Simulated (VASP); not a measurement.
# CuO: single point with PBEsol

CuO:

```
Cu O
1.0
     2.34465   -1.71340    0.00000
     2.34465    1.71340    0.00000
    -0.86055    0.00000    5.05944
Cu O
2 2
Direct
  0.00320 0.49680 0.00000
  0.49680 0.00320 0.50000
  0.57140 0.40560 0.25370
  0.40560 0.57140 0.75370
```

```yaml
Program: VASP 6.6.1
Task: single point
Functional: PBEsol
Potentials_or_basis: VASP PAW PBE potentials, release 64 (Cu, O)
Cutoff: 520 eV
k_mesh: 6 × 6 × 3
Occupations: fermi-dirac, width 0.05 eV
Spin: no spin polarisation
Dipole_correction: no
Further_INCAR_settings: ALGO = Normal; EDIFF = 1e-07; NBANDS = 25
```

- Pressure: -2.0 GPa
- Largest force: 0.733 eV/Å
- Band gap on the k mesh: zero (band 17 reaches 5.74 eV, above the bottom of band 18 at 5.26 eV)

Forces on the atoms (eV/Å):
```
Cu  -0.591  0.337  0.236
Cu  -0.591 -0.337  0.236
O    0.591  0.364 -0.236
O    0.591 -0.364 -0.236
```

Stress tensor (GPa, compression positive):
```
-2.56  0.00 -1.13
 0.00 -0.10  0.00
-1.13  0.00 -3.26
```

Levels at points of the mesh, in eV from the Fermi level:
| k point | band 13 | band 14 | band 15 | band 16 | band 17 | band 18 | band 19 | band 20 | band 21 | band 22 |
| --- | --- | --- | --- | --- | --- | --- | --- | --- | --- | --- |
| (0.00, 0.00, 0.00) | -2.33 | -2.22 | -2.14 | -1.65 | 0.21 | 0.90 | 1.64 | 5.90 | 8.08 | 13.21 |
| (0.50, 0.00, 0.00) | -2.05 | -1.60 | -1.49 | -1.40 | -0.06 | 0.27 | 4.78 | 6.20 | 6.88 | 10.98 |
| (0.50, 0.50, 0.00) | -2.14 | -2.13 | -1.71 | -1.22 | -0.65 | 1.05 | 3.25 | 6.94 | 8.46 | 9.91 |

Wall time 27 s on 1 thread of Intel(R) Xeon(R) Platinum 8488C (Sapphire Rapids), with other jobs on the host, peak memory 0.17 GiB.

Caveat: the k points lie up to 0.41 Å⁻¹ apart; the PAW data sets were made with another functional, which shifts forces and pressure a little; semilocal functionals often make such compounds metallic where correlation or magnetic order opens a gap, which also shifts bond lengths. With open d or f shells a metallic result of PBEsol can be an artefact of self-interaction; +U or a hybrid may open a gap.
